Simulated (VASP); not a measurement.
# HC6 in VASP: further runs

The runs below take HC6 through single point, with LDA.

Program: VASP 6.6.1. These are calculated values, not measurements. Logs are shortened: lines on timing, memory, paths and dates and some standing lists are left out, and cuts for length are marked.

### Step 1. The cell of the first run

The cell holds a wire or tube with vacuum around it, 14 atoms: a = 4.890 Å, b = 8.870 Å, c = 22.747 Å, α = 90.00°, β = 90.00°, γ = 97.92°.

### Step 2. Single point, LDA

INCAR

```
SYSTEM = HC6
PREC = Accurate
ENCUT = 520
EDIFF = 1E-6
ISMEAR = 0
SIGMA = 0.1
LREAL = .False.
LASPH = .True.
NELM = 100
ALGO = Normal
ISIF = 2
LWAVE = .False.
LCHARG = .False.
LDIPOL = .True.
IDIPOL = 3
DIPOL = 0.5 0.5 0.299
NBANDS = 38
```

KPOINTS

```
Automatic mesh
0
Gamma
  6 3 1
  0 0 0
```

POSCAR

```
HC6
1.0
    4.8895256614      0.0000000000      0.0000000000
   -1.2223814153      8.7849592876      0.0000000000
    0.0000000000      0.0000000000     22.7474729025
C H
12 2
Direct
    0.0193612757      0.0774451030      0.1758437088
    0.5193612758      0.0774451030      0.1758437088
    0.2742015947      0.0968063788      0.2059542860
    0.7742015947      0.0968063788      0.2059542860
    0.2838822326      0.1355289303      0.2661754406
    0.7838822326      0.1355289303      0.2661754406
    0.0386279421      0.1545151615      0.2955067254
    0.5386279421      0.1545151615      0.2955067254
    0.0488684834      0.1954807970      0.3583587359
    0.5488684834      0.1954807970      0.3583587359
    0.3031723044      0.2126952264      0.3845470194
    0.8031723044      0.2126952264      0.3845470194
    0.0488684834      0.1588387656      0.4043294366
    0.0488684834      0.2321228284      0.4043294366
```

Potentials or basis: VASP PAW LDA potentials, release 64 (C, H).

Command:

```sh
$ cat potpaw_LDA.64/C/POTCAR potpaw_LDA.64/H/POTCAR > POTCAR
$ mpirun -np 1 vasp_std > vasp.out
```

OUTCAR:

```text
SYSTEM = HC6
   PREC = Accurate
   ENCUT = 520
   EDIFF = 1E-6
   ISMEAR = 0
   LREAL = .False.
   LASPH = .True.
   NELM = 100
   ISIF = 2

 ion  position               nearest neighbor table
   1  0.019  0.077  0.176-   4 1.41   3 1.41
   2  0.519  0.077  0.176-   4 1.41   3 1.41
   3  0.274  0.097  0.206-   2 1.41   1 1.41   5 1.41
   4  0.774  0.097  0.206-   1 1.41   2 1.41   6 1.41
   5  0.284  0.136  0.266-   8 1.40   7 1.40   3 1.41
   6  0.784  0.136  0.266-   7 1.40   8 1.40   4 1.41
   7  0.039  0.155  0.296-   6 1.40   5 1.40   9 1.47
   8  0.539  0.155  0.296-   5 1.40   6 1.40  10 1.47
   9  0.049  0.195  0.358-  13 1.10  14 1.10  12 1.37  11 1.37   7 1.47
  10  0.549  0.195  0.358-  11 1.37  12 1.37   8 1.47
  11  0.303  0.213  0.385-  13 1.35  14 1.36  10 1.37   9 1.37
  12  0.803  0.213  0.385-  14 1.27   9 1.37  10 1.37  13 1.43
  13  0.049  0.159  0.404-  14 0.65   9 1.10  11 1.35  12 1.43
  14  0.049  0.232  0.404-  13 0.65   9 1.10  12 1.27  11 1.36

  LATTYP: Found a simple monoclinic cell.
 ALAT       =     4.8895256614
 B/A-ratio  =     4.6522862293
 C/A-ratio  =     1.8139991911
 COS(beta)  =    -0.1378170405

  Lattice vectors:

 A1 = (   4.8895256614,   0.0000000000,   0.0000000000)
 A2 = (   0.0000000000,   0.0000000000, -22.7474729025)
 A3 = (  -1.2223814153,   8.7849592876,   0.0000000000)

Analysis of symmetry for initial positions (statically):
=====================================================================
 Subroutine PRICEL returns:
 Original cell was already a primitive cell.

 Routine SETGRP: Setting up the symmetry group for a
 simple monoclinic supercell.

 Subroutine GETGRP returns: Found  1 space group operations
 (whereof  1 operations were pure point group operations)
 out of a pool of  4 trial point group operations.

The static configuration has the point symmetry C_1 .

Analysis of symmetry for dynamics (positions and initial velocities):
=====================================================================
 Subroutine PRICEL returns:
 Original cell was already a primitive cell.

 Routine SETGRP: Setting up the symmetry group for a
 simple monoclinic supercell.

 Subroutine GETGRP returns: Found  1 space group operations
 (whereof  1 operations were pure point group operations)
 out of a pool of  4 trial point group operations.

The dynamic configuration has the point symmetry C_1 .

 Subroutine INISYM returns: Found  1 space group operations
 (whereof  1 operations are pure point group operations),
 and found     1 'primitive' translations

----------------------------------------------------------------------------------------

                                     Primitive cell

  volume of cell :     977.1014

  direct lattice vectors                    reciprocal lattice vectors
     4.889525661  0.000000000  0.000000000     0.204518816  0.028457730  0.000000000
    -1.222381415  8.784959288  0.000000000     0.000000000  0.113830920  0.000000000
     0.000000000  0.000000000 22.747472903     0.000000000  0.000000000  0.043960927

  length of vectors
     4.889525661  8.869595594 22.747472903     0.206489197  0.113830920  0.043960927

  position of ions in fractional coordinates (direct lattice)
     0.019361276  0.077445103  0.175843709
     0.519361276  0.077445103  0.175843709
     0.274201595  0.096806379  0.205954286
     0.774201595  0.096806379  0.205954286
     0.283882233  0.135528930  0.266175441
     0.783882233  0.135528930  0.266175441
     0.038627942  0.154515162  0.295506725
     0.538627942  0.154515162  0.295506725
     0.048868483  0.195480797  0.358358736
     0.548868483  0.195480797  0.358358736
     0.303172304  0.212695226  0.384547019
     0.803172304  0.212695226  0.384547019
     0.048868483  0.158838766  0.404329437
     0.048868483  0.232122828  0.404329437

  ion indices of the primitive-cell ions
   primitive index   ion index
                 1           1
                 2           2
                 3           3
                 4           4
                 5           5
                 6           6
                 7           7
                 8           8
                 9           9
                10          10
                11          11
                12          12
                13          13
                14          14

----------------------------------------------------------------------------------------

 KPOINTS: Automatic mesh

Automatic generation of k-mesh.
 Grid dimensions read from file:
 generate k-points for:    6    3    1

 Generating k-lattice:

  Cartesian coordinates                     Fractional coordinates (reciprocal lattice)
     0.034086469  0.004742955  0.000000000     0.166666667  0.000000000  0.000000000
     0.000000000  0.037943640  0.000000000     0.000000000  0.333333333  0.000000000
     0.000000000  0.000000000  0.043960927     0.000000000  0.000000000  1.000000000

  Length of vectors
     0.034414866  0.037943640  0.043960927

  Shift w.r.t. Gamma in fractional coordinates (k-lattice)
     0.000000000  0.000000000  0.000000000

 Subroutine IBZKPT returns following result:
 ===========================================

 Found     10 irreducible k-points:

 Following reciprocal coordinates:
            Coordinates               Weight
  0.000000  0.000000  0.000000      1.000000
  0.166667  0.000000  0.000000      2.000000
  0.333333  0.000000  0.000000      2.000000
  0.500000  0.000000  0.000000      1.000000
  0.000000  0.333333  0.000000      2.000000
  0.166667  0.333333  0.000000      2.000000
  0.333333  0.333333  0.000000      2.000000
  0.500000  0.333333  0.000000      2.000000
 -0.333333  0.333333  0.000000      2.000000
 -0.166667  0.333333  0.000000      2.000000
   k-points           NKPTS =     10   k-points in BZ     NKDIM =     10   number of bands    NBANDS=     38
   number of dos      NEDOS =    301   number of ions     NIONS =     14
   total plane-waves  NPLWV = 453600
   dimension x,y,z NGX =    36 NGY =   70 NGZ =  180
   dimension x,y,z NGXF=    72 NGYF=  140 NGZF=  360
   ions per type =              12   2
   NGX,Y,Z   is equivalent  to a cutoff of  12.24, 13.12, 13.15 a.u.
   NGXF,Y,Z  is equivalent  to a cutoff of  24.48, 26.24, 26.31 a.u.
 SYSTEM =  HC6
   PREC   = accura    normal or accurate (medium, high low for compatibility)
   ISTART =      0    job   : 0-new  1-cont  2-samecut
   ICHARG =      2    charge: 1-file 2-atom 10-const
   ISPIN  =      1    spin polarized calculation?
   LNONCOLLINEAR =      F non collinear calculations
   LSORBIT =      F    spin-orbit coupling
   LASPH  =      T    aspherical Exc in radial PAW
   ENCUT  =  520.0 eV  38.22 Ry    6.18 a.u.   9.09 16.49 42.30*2*pi/ulx,y,z
   NELM   =    100;   NELMIN=  2; NELMDL= -5     # of ELM steps
   EDIFF  = 0.1E-05   stopping-criterion for ELM
   LREAL  =      F    real-space projection
[... 7 lines left out ...]
   TEBEG  =    0.0;   TEEND  =   0.0 temperature during run
   PSTRESS=    0.0 pullay stress
   NELECT =      50.0000    total number of electrons
   NUPDOWN=      -1.0000    fix difference up-down
   EMIN   =  10.00;   EMAX   =-10.00  energy-range for DOS
   EFERMI =   0.00;   METHOD = LEGACY
   ISMEAR =     0;   SIGMA  =   0.10  broadening in eV -4-tet -1-fermi 0-gaus
   EFERMI_NEDOS =   21; number of points for ismear=-14 and -15
   IALGO  =     38    algorithm
   IMIX   =      4    mixing-type and parameters
     AMIX     =   0.40;   BMIX     =  1.00
     AMIX_MAG =   1.60;   BMIX_MAG =  1.00
  volume/ion in A,a.u.               =      69.79       470.99
  Fermi-wavevector in a.u.,A,eV,Ry     =   0.607787  1.148551  5.026066  0.369405
  Thomas-Fermi vector in A             =   1.662378
   LORBIT       =      0    0 simple, 1 ext, 2 COOP (PROOUT), +10 PAW based schemes
   GGA     = CA    functional components
   LHFCALC =     F    Hartree Fock is set to
   AEXX    =    0.0000 exact exchange contribution
   IVDW    =     0    specifies the selected vdW correction
   LEPSILON=     F    determine dielectric tensor
   LRPA    =     F    only Hartree local field effects (RPA)
 non-spin polarized calculation
 Gauss-broadening in eV      SIGMA  =   0.10
  energy-cutoff  :      520.00
  volume of cell :      977.10
 maximum number of plane-waves:     26378
   NGX = 19   NGY = 33   NGZ = 85

 dipolmoment           0.000000      0.000000      0.134807 electrons x Angstroem

 number of electron      49.9999996 magnetization

 dipolmoment           0.000000      0.000000     -0.115133 electrons x Angstroem

 Free energy of the ion-electron system (eV)
  ---------------------------------------------------
  ext. energy  EPLUGINS =         0.00000000
  ---------------------------------------------------
  free energy    TOTEN  =      -107.13145217 eV

  energy without entropy =     -107.06247885  energy(sigma->0) =     -107.09696551

 E-fermi :  -4.6521     XC(G=0):  -1.8342

 val. band max:       -4.6540908904   @ k =  -0.1667   0.3333   0.0000
 cond. band min:      -4.6120148948   @ k =   0.3333   0.0000   0.0000
 fundamental gap:      0.0420759955
 Fermi energy:        -4.6520642643

 k-point     1 :       0.0000    0.0000    0.0000
  band No.  band energies     occupation
      1     -26.8092      2.00000
      2     -23.1048      2.00000
      3     -20.8546      2.00000
      4     -19.2635      2.00000
      5     -19.1031      2.00000
      6     -18.2288      2.00000
[... 29 lines left out ...]
     36       1.6387      0.00000
     37       1.6931      0.00000

 k-point     2 :       0.1667    0.0000    0.0000
  band No.  band energies     occupation
      1     -26.7978      2.00000
      2     -22.9968      2.00000
      3     -20.9110      2.00000
      4     -20.1784      2.00000
      5     -19.0198      2.00000
      6     -17.8321      2.00000
[... 29 lines left out ...]
     36       1.7880      0.00000
     37       1.8540      0.00000

 k-point     3 :       0.3333    0.0000    0.0000
  band No.  band energies     occupation
      1     -26.7746      2.00000
      2     -22.6798      2.00000
      3     -21.4047      2.00000
      4     -20.6087      2.00000
      5     -19.3699      2.00000
      6     -18.0569      2.00000
[... 29 lines left out ...]
     36       2.1280      0.00000
     37       2.2413      0.00000

 k-point     4 :       0.5000    0.0000    0.0000
  band No.  band energies     occupation
      1     -26.7628      2.00000
      2     -22.2933      2.00000
      3     -21.9524      2.00000
      4     -20.6735      2.00000
      5     -19.4243      2.00000
      6     -18.3310      2.00000
[... 29 lines left out ...]
     36       2.5176      0.00000
     37       2.6312      0.00000
[... 122 lines left out ...]
  band No.  band energies     occupation
      1     -26.7628      2.00000
      2     -22.2933      2.00000
      3     -21.9524      2.00000
      4     -20.6735      2.00000
      5     -19.4243      2.00000
      6     -18.3310      2.00000
[... 29 lines left out ...]
     36       2.3380      0.00000
     37       2.5290      0.00000

 k-point     9 :      -0.3333    0.3333    0.0000
  band No.  band energies     occupation
      1     -26.7746      2.00000
      2     -22.6798      2.00000
      3     -21.4047      2.00000
      4     -20.6087      2.00000
      5     -19.3699      2.00000
      6     -18.0570      2.00000
[... 29 lines left out ...]
     36       1.9169      0.00000
     37       2.2865      0.00000

 k-point    10 :      -0.1667    0.3333    0.0000
  band No.  band energies     occupation
      1     -26.7978      2.00000
      2     -22.9968      2.00000
      3     -20.9110      2.00000
      4     -20.1784      2.00000
      5     -19.0198      2.00000
      6     -17.8321      2.00000
[... 29 lines left out ...]
     36       1.5220      0.00000
     37       1.9413      0.00000
 [bands above 37 left out]

------------------------ aborting loop because EDIFF is reached ----------------------------------------

 vacuum level on the upper side and lower side of the slab       (xc-potential included)        -0.290         0.189

  FORCE on cell =-STRESS in cart. coord.  units (eV):
  Direction    XX          YY          ZZ          XY          YZ          ZX
  --------------------------------------------------------------------------------------
  -------------------------------------------------------------------------------------
  Total        3.8909596      9.9407282     21.3518232     -1.5783724      1.9299123     -0.1243403
  in kB        6.3801026     16.3000578     35.0111123     -2.5880962      3.1645249     -0.2038839
  external PRESSURE =      19.2304242 kB  Pullay stress =       0.0000000 kB

 VOLUME and BASIS-vectors are now :
 -----------------------------------------------------------------------------
  energy-cutoff  :      520.00
  volume of cell :      977.10
      direct lattice vectors                 reciprocal lattice vectors
     4.889525661  0.000000000  0.000000000     0.204518816  0.028457730  0.000000000
    -1.222381415  8.784959288  0.000000000     0.000000000  0.113830920  0.000000000
     0.000000000  0.000000000 22.747472903     0.000000000  0.000000000  0.043960927

 POSITION                                       TOTAL-FORCE (eV/Angst)
 -----------------------------------------------------------------------------------
     -0.00000      0.68035      4.00000         0.009019      0.515978      2.186027
      2.44476      0.68035      4.00000        -0.003244      0.533451      2.189495
      1.22238      0.85044      4.68494        -0.065284     -0.905698     -3.736259
      3.66714      0.85044      4.68494         0.059032     -0.932380     -3.765390
      1.22238      1.19062      6.05482        -0.246796      0.311810      1.327507
      3.66714      1.19062      6.05482         0.255575      0.329198      1.342220
     -0.00000      1.35741      6.72203         0.003575     -0.216657     -1.123386
      2.44476      1.35741      6.72203         0.003672      0.364858      0.888350
     -0.00001      1.71729      8.15176         0.060234     -1.255989    -17.622470
      2.44475      1.71729      8.15176         0.058962     -0.693905     -1.374984
      1.22237      1.86852      8.74747         0.280439      0.623263      1.902019
      3.66714      1.86852      8.74747        -0.389021      0.620725      1.751829
      0.04478      1.39539      9.19747         2.401275    -14.797846      6.901615
     -0.04480      2.03919      9.19747        -2.427440     15.503194      9.133426
 -----------------------------------------------------------------------------------
    total drift:                                0.000497      0.000191     -0.000070

  FREE ENERGIE OF THE ION-ELECTRON SYSTEM (eV)
  ---------------------------------------------------
  free  energy   TOTEN  =      -107.1314521672 eV

  energy  without entropy=     -107.0624788484  energy(sigma->0) =     -107.09696551

 vacuum level on the upper side and lower side of the slab         0.986         1.473
```

Wall time 28 min (1 thread of Intel Xeon 8259CL, shared host); peak memory 0.76 GiB.

Results:

| Item | Value |
| --- | --- |
| Free energy | -107.1315 eV |
| Largest force | 18.157 eV/Å |
| Band gap on the k mesh | zero (bands 25 and 26 overlap by 0.06 eV) |

Forces in eV/Å, atoms in the order of the input:
```
C     0.009   0.516   2.186
C    -0.003   0.533   2.189
C    -0.065  -0.906  -3.736
C     0.059  -0.932  -3.765
C    -0.247   0.312   1.328
C     0.256   0.329   1.342
C     0.004  -0.217  -1.123
C     0.004   0.365   0.888
C     0.060  -1.256 -17.622
C     0.059  -0.694  -1.375
C     0.280   0.623   1.902
C    -0.389   0.621   1.752
H     2.401 -14.798   6.902
H    -2.427  15.503   9.133
```

Levels at points of the mesh, in eV from the Fermi level:
```
           k point  band 22  band 23  band 24  band 25  band 26  band 27  band 28  band 29
(0.00, 0.00, 0.00)    -1.64    -1.27    -0.28    -0.04     0.11     0.66     1.43     2.73
(0.50, 0.00, 0.00)    -1.86    -1.45    -0.95    -0.07    -0.06     2.71     2.78     4.52
```

(Continued in part 2 of 2.)

The gap in the log of VASP goes by the Fermi energy; the results here count the filled bands.